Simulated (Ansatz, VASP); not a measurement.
TlBr in VASP and in Ansatz

```xyz
2
Lattice="4.0479 0.0000 0.0000 0.0000 4.0479 0.0000 0.0000 0.0000 4.0479" Properties=species:S:1:pos:R:3 pbc="T T T"
Tl    0.0000    0.0000    0.0000
Br    2.0239    2.0239    2.0239
```

Change from the starting cell: volume scaled by 1.06.

Alike in both runs: task single point; functional PBE; k mesh 8 × 8 × 8; occupations fermi-dirac, width 0.03 eV; no spin polarisation.

|  | VASP | Ansatz |
| --- | --- | --- |
| version | VASP 6.6.1 | Ansatz 0.2.0 |
| potentials or method | VASP PAW PBE potentials, release 64 (Tl_d, Br), cutoff 500 eV | all-electron LAPW, scalar-relativistic |

Ansatz gave:

* gap on the k mesh at the Fermi level (eV): 1.99
* pressure (GPa): 0.1

Problem. What did VASP give for the same quantities?

Solution. gap on the k mesh at the Fermi level (eV): 1.99; pressure (GPa): 0.0.

Ansatz ran all-electron here, and VASP with PAW potentials.

Neither program's run includes spin-orbit coupling.
